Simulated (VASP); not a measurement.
## Si: single point with LDA

The system is Si.

```xyz
4
Lattice="3.7531 0.0000 0.0000 -1.8766 3.2503 0.0000 0.0000 0.0000 6.2033" Properties=species:S:1:pos:R:3 pbc="T T T"
Si    1.8766    1.0834    5.8125
Si    0.0000    2.1669    2.7108
Si    1.8766    1.0834    3.4925
Si    0.0000    2.1669    0.3909
```

This cell differs from its parent crystal: volume scaled by 0.94.

```json
{
 "Program": "VASP 6.6.1",
 "Task": "single point",
 "Functional": "LDA",
 "Potentials or basis": "VASP PAW LDA potentials, release 64 (Si)",
 "Cutoff": "520 eV",
 "k mesh": "8 × 8 × 4",
 "Occupations": "fermi-dirac, width 0.05 eV",
 "Spin": "no spin polarisation"
}
```

```json
{"Pressure": "4.2 GPa", "Largest force": "0.012 eV/Å", "Band gap on the k mesh": "0.18 eV, indirect (least direct gap 1.09 eV)"}
```

Forces in eV/Å, atoms in the order of the input:
```
Si   0.000  0.000 -0.012
Si   0.000  0.000 -0.012
Si   0.000  0.000  0.012
Si   0.000  0.000  0.012
```

Stress tensor (GPa, compression positive):
```
4.20 0.00 0.00
0.00 4.20 0.00
0.00 0.00 4.31
```

Levels at points of the mesh, in eV from the valence-band top:
```
           k point  band 6  band 7  band 8  band 9  band 10  band 11
(0.00, 0.00, 0.00)   -0.39    0.00    0.00    1.09     1.92     1.92
(0.50, 0.00, 0.00)   -3.26   -3.25   -1.52    0.18     2.34     2.83
(0.00, 0.00, 0.50)   -0.99   -0.99   -0.99    1.88     1.88     2.92
(0.50, 0.00, 0.50)   -2.59   -2.57   -2.57    0.80     0.80     1.47
```

Wall time 26 s on 1 thread of Intel(R) Xeon(R) Platinum 8488C (Sapphire Rapids) (shared host), peak memory 0.16 GiB.

 A k mesh can miss the band edges.
